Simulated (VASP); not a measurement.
Here is a VASP 6.6.1 calculation.

Contents of POSCAR:

```
ZnS
1.0
    3.8067217484      0.0000000000      0.0000000000
   -1.9033608742      3.2967177392      0.0000000000
    0.0000000000      0.0000000000      6.2457351519
Zn S
2 2
Direct
    0.3333333333      0.6666666667      0.0053880718
    0.6666666667      0.3333333333      0.5053880718
    0.2269425786      0.5602759119      0.3796119282
    0.6666666667      0.3333333333      0.8796119282
```

File INCAR.step1:

```
ALGO = Normal ; EDIFF = 1E-4
ENCUT = 520 ; GGA = PE
ISMEAR = 0 ; LASPH = True
LCHARG = False ; LREAL = False
LWAVE = True ; NBANDS = 26
NELM = 60 ; PREC = Accurate
SIGMA = 0.05
```

File INCAR.step2:

```
ALGO = Normal ; EDIFF = 1E-7
ENCUT = 520 ; ISIF = 2
ISMEAR = 0 ; ISTART = 1
LASPH = True ; LCHARG = False
LMIXTAU = True ; LREAL = False
LWAVE = False ; METAGGA = R2SCAN
NBANDS = 26 ; NELM = 60
PREC = Accurate ; SIGMA = 0.05
```

KPOINTS

```
k-points
0
Gamma
  6 6 4
```

Potentials or basis: VASP PAW PBE potentials, release 64 (Zn, S).

Run with:

```bash
$ cat potpaw_PBE.64/Zn/POTCAR potpaw_PBE.64/S/POTCAR > POTCAR
$ cp INCAR.step1 INCAR
$ mpirun -np 1 vasp_std > vasp.out
$ cp INCAR.step2 INCAR
$ mpirun -np 1 vasp_std > vasp.out
```

(1) Estimate the pressure.

(2) Estimate the largest force.

Answers

(1) 3.3 GPa.

(2) 4.029 eV/Å.

Caveat: the cell differs from its parent crystal (atom 3 (S) moved +0.405 Å towards its neighbour atom 3 (S) at 3.807 Å); the PAW data sets were made with another functional, which shifts forces and pressure a little.
